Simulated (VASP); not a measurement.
Input of a VASP 6.6.1 run:

INCAR

```
PREC = Accurate ; ENCUT = 520
EDIFF = 1E-7 ; ISMEAR = -1
SIGMA = 0.06122561905347299 ; LREAL = False
LASPH = True ; NELM = 80
ALGO = Normal ; ISIF = 2
LWAVE = False ; LCHARG = False
GGA = PE ; NBANDS = 12
```

KPOINTS

```
regular mesh
0
Gamma
  14 14 14
```

File POSCAR:

```
In
1.0
   -1.9450110691      1.9450110691      1.9450110691
    1.9450110691     -1.9450110691      1.9450110691
    1.9450110691      1.9450110691     -1.9450110691
In
1
Direct
    0.0000000000      0.0000000000      0.0000000000
```

Potentials or basis: VASP PAW PBE potentials, release 64 (In_d).

Command:

```bash
$ cat potpaw_PBE.64/In_d/POTCAR > POTCAR
$ mpirun -np 1 vasp_std > vasp.out
```

(1) What does it give for the band gap on the k mesh?

(2) Estimate the pressure.

Results:

(1) zero (an odd number of electrons rules out a gap without spin polarisation).

(2) -1.7 GPa.

Caveat: spin-orbit coupling is left out, which moves the levels of the heavy elements.
